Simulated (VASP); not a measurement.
# In (I4/mmm) in VASP: single point with PBE

Aim: the single point of In with PBE.

Everything below comes from runs of VASP 6.6.1. Logs are shortened: lines on timing, memory, paths and dates and some standing lists are left out, and cuts for length are marked.

### Step 1. The cell of the first run

Symmetry: I4/mmm, No. 139, tetragonal system. The conventional cell has a = 3.295 Å, b = 3.295 Å, c = 5.013 Å, α = 90.00°, β = 90.00°, γ = 90.00°. Within 4.3 Å of In (site symmetry 4/mmm) lie 12 In at 3.30 to 3.42 Å.

### Step 2. Single point, PBE (27.21 Å³/atom)

INCAR reads:

```
SYSTEM = In
PREC = Accurate
ENCUT = 500
EDIFF = 1E-6
ISMEAR = -1
SIGMA = 0.05
LREAL = .False.
LASPH = .True.
NELM = 120
ALGO = Normal
ISIF = 2
LWAVE = .False.
LCHARG = .False.
GGA = PE
ISYM = 0
NBANDS = 12
GGA_COMPAT = .False.
```

KPOINTS reads:

```
regular mesh
0
Gamma
  12 12 14
  0 0 0
```

POSCAR reads:

```
In
1.0
   -1.6475491645      1.6475491645      2.5065057071
    1.6475491645     -1.6475491645      2.5065057071
    1.6475491645      1.6475491645     -2.5065057071
In
1
Direct
    0.0000000000      0.0000000000      0.0000000000
```

Potentials or basis: VASP PAW PBE potentials, release 64 (In_d).

Run with:

```console
> cat potpaw_PBE.64/In_d/POTCAR > POTCAR
> mpirun -np 1 vasp_std > vasp.out
```

OUTCAR:

```text
SYSTEM = In
   PREC = Accurate
   ENCUT = 500
   EDIFF = 1E-6
   ISMEAR = -1
   LREAL = .False.
   LASPH = .True.
   NELM = 120
   ISIF = 2
   GGA = PE
   ISYM = 0

 ion  position               nearest neighbor table
   1  0.000  0.000  0.000-

IMPORTANT INFORMATION: All symmetrisations will be switched off!
NOSYMM: (Re-)initialisation of all symmetry stuff for point group C_1.

----------------------------------------------------------------------------------------

                                     Primitive cell

  volume of cell :      27.2148

  direct lattice vectors                    reciprocal lattice vectors
    -1.647549164  1.647549164  2.506505707     0.000000000  0.303481080  0.199480894
     1.647549164 -1.647549164  2.506505707     0.303481080  0.000000000  0.199480894
     1.647549164  1.647549164 -2.506505707     0.303481080  0.303481080  0.000000000

  length of vectors
     3.422193355  3.422193355  3.422193355     0.363171300  0.363171300  0.429187059

  position of ions in fractional coordinates (direct lattice)
     0.000000000  0.000000000  0.000000000

  ion indices of the primitive-cell ions
   primitive index   ion index
                 1           1

----------------------------------------------------------------------------------------

 KPOINTS: regular mesh

Automatic generation of k-mesh.
 Grid dimensions read from file:
 generate k-points for:   12   12   14

 Generating k-lattice:

  Cartesian coordinates                     Fractional coordinates (reciprocal lattice)
     0.000000000  0.025290090  0.016623408     0.083333333  0.000000000  0.000000000
     0.025290090  0.000000000  0.016623408     0.000000000  0.083333333  0.000000000
     0.021677220  0.021677220  0.000000000     0.000000000  0.000000000  0.071428571

  Length of vectors
     0.030264275  0.030264275  0.030656219

  Shift w.r.t. Gamma in fractional coordinates (k-lattice)
     0.000000000  0.000000000  0.000000000

 -----------------------------------------------------------------------------
|                                                                             |
|           W    W    AA    RRRRR   N    N  II  N    N   GGGG   !!!           |
|           W    W   A  A   R    R  NN   N  II  NN   N  G    G  !!!           |
|           W    W  A    A  R    R  N N  N  II  N N  N  G       !!!           |
|           W WW W  AAAAAA  RRRRR   N  N N  II  N  N N  G  GGG   !            |
|           WW  WW  A    A  R   R   N   NN  II  N   NN  G    G                |
|           W    W  A    A  R    R  N    N  II  N    N   GGGG   !!!           |
[... 74 lines left out ...]
   PSTRESS=    0.0 pullay stress
   NELECT =      13.0000    total number of electrons
   NUPDOWN=      -1.0000    fix difference up-down
   EMIN   =  10.00;   EMAX   =-10.00  energy-range for DOS
   EFERMI =   0.00;   METHOD = LEGACY
   ISMEAR =    -1;   SIGMA  =   0.05  broadening in eV -4-tet -1-fermi 0-gaus
   EFERMI_NEDOS =   21; number of points for ismear=-14 and -15
   IALGO  =     38    algorithm
   IMIX   =      4    mixing-type and parameters
     AMIX     =   0.40;   BMIX     =  1.00
     AMIX_MAG =   1.60;   BMIX_MAG =  1.00
  volume/ion in A,a.u.               =      27.21       183.65
  Fermi-wavevector in a.u.,A,eV,Ry     =   1.279737  2.418353 22.282633  1.637727
  Thomas-Fermi vector in A             =   2.412205
   LORBIT       =      0    0 simple, 1 ext, 2 COOP (PROOUT), +10 PAW based schemes
   GGA     = PE    functional components
   LHFCALC =     F    Hartree Fock is set to
   AEXX    =    0.0000 exact exchange contribution
   IVDW    =     0    specifies the selected vdW correction
   LEPSILON=     F    determine dielectric tensor
   LRPA    =     F    only Hartree local field effects (RPA)
 non-spin polarized calculation
  energy-cutoff  :      500.00
  volume of cell :       27.21
 maximum number of plane-waves:       717
 NGX is ok and might be reduce to    28
   NGX = 13   NGY = 13   NGZ = 13

 number of electron      12.9999997 magnetization

 Free energy of the ion-electron system (eV)
  ---------------------------------------------------
  ext. energy  EPLUGINS =         0.00000000
  ---------------------------------------------------
  free energy    TOTEN  =        -2.56034455 eV

  energy without entropy =       -2.55613765  energy(sigma->0) =       -2.55824110

 E-fermi :   7.0633     XC(G=0): -10.0667

 val. band max:        7.0618759579   @ k =   0.0000  -0.2500   0.4286
 cond. band min:       7.0682994898   @ k =  -0.4167   0.3333   0.2143
 fundamental gap:      0.0064235319
 Fermi energy:         7.0633486250

 k-point     1 :       0.0000    0.0000    0.0000
  band No.  band energies     occupation
      1      -7.5769      2.00000
      2      -7.4824      2.00000
      3      -7.4818      2.00000
      4      -7.4100      2.00000
      5      -7.3162      2.00000
      6      -2.1932      2.00000
      7      17.2711      0.00000
      8      17.2716      0.00000
      9      17.4242      0.00000
     10      18.5754      0.00000
     11      20.6964      0.00000
     12      20.8476      0.00000
[... 331 lines left out ...]
 k-point    24 :       0.3333    0.1667    0.0000
  band No.  band energies     occupation
      1      -7.5229      2.00000
      2      -7.4912      2.00000
      3      -7.4399      2.00000
      4      -7.2968      2.00000
      5      -7.2768      2.00000
      6       1.5313      2.00000
      7       6.7878      1.99195
      8      11.5524      0.00000
      9      14.2232      0.00000
     10      16.9973      0.00000
     11      20.0197      0.00000
     12      21.7886      0.00000

 [... further k-points ...]

------------------------ aborting loop because EDIFF is reached ----------------------------------------

  FORCE on cell =-STRESS in cart. coord.  units (eV):
  Direction    XX          YY          ZZ          XY          YZ          ZX
  --------------------------------------------------------------------------------------
  -------------------------------------------------------------------------------------
  Total        0.0515591      0.0515613      0.0949241     -0.0232967      0.0245840      0.0245853
  in kB        3.0353621      3.0354910      5.5883235     -1.3715118      1.4472970      1.4473753
  external PRESSURE =       3.8863922 kB  Pullay stress =       0.0000000 kB

 VOLUME and BASIS-vectors are now :
 -----------------------------------------------------------------------------
  energy-cutoff  :      500.00
  volume of cell :       27.21
      direct lattice vectors                 reciprocal lattice vectors
    -1.647549164  1.647549164  2.506505707     0.000000000  0.303481080  0.199480894
     1.647549164 -1.647549164  2.506505707     0.303481080  0.000000000  0.199480894
     1.647549164  1.647549164 -2.506505707     0.303481080  0.303481080  0.000000000

 POSITION                                       TOTAL-FORCE (eV/Angst)
 -----------------------------------------------------------------------------------
      0.00000      0.00000      0.00000         0.000000      0.000001     -0.000000
 -----------------------------------------------------------------------------------
    total drift:                                0.000000      0.000001     -0.000000

  FREE ENERGIE OF THE ION-ELECTRON SYSTEM (eV)
  ---------------------------------------------------
  free  energy   TOTEN  =        -2.5603445523 eV

  energy  without entropy=       -2.5561376499  energy(sigma->0) =       -2.55824110
```

stdout:

```text
POSCAR found type information on POSCAR In
 POSCAR found :  1 types and       1 ions
 scaLAPACK will be used
 LDA part: xc-table for (Slater+PW92), standard interpolation
 -----------------------------------------------------------------------------
|                                                                             |
|           W    W    AA    RRRRR   N    N  II  N    N   GGGG   !!!           |
|           W    W   A  A   R    R  NN   N  II  NN   N  G    G  !!!           |
|           W    W  A    A  R    R  N N  N  II  N N  N  G       !!!           |
|           W WW W  AAAAAA  RRRRR   N  N N  II  N  N N  G  GGG   !            |
|           WW  WW  A    A  R   R   N   NN  II  N   NN  G    G                |
|           W    W  A    A  R    R  N    N  II  N    N   GGGG   !!!           |
|                                                                             |
|     Your reciprocal lattice and k-lattice belong to different lattice       |
|     classes:                                                                |
|                                                                             |
|        The reciprocal lattice is body-centered tetragonal,                  |
|        whereas your k-lattice is base-centered monoclinic.                  |
|                                                                             |
|     Results are often still useful ...                                      |
|                                                                             |
 -----------------------------------------------------------------------------

 POSCAR, INCAR and KPOINTS ok, starting setup
 FFT: planning ... GRIDC
 FFT: planning ... GRID_SOFT
 FFT: planning ... GRID
 WAVECAR not read
 entering main loop
```

Wall time 4.9 min (1 thread of Oxide Virtual Turin-like, shared host); peak memory 0.37 GiB.

What came out:

* Free energy: -2.5603 eV
* Pressure: 0.4 GPa
* Band gap on the k mesh: zero (an odd number of electrons rules out a gap without spin polarisation)

Caveat: spin-orbit coupling is left out, which moves the levels of the heavy elements.
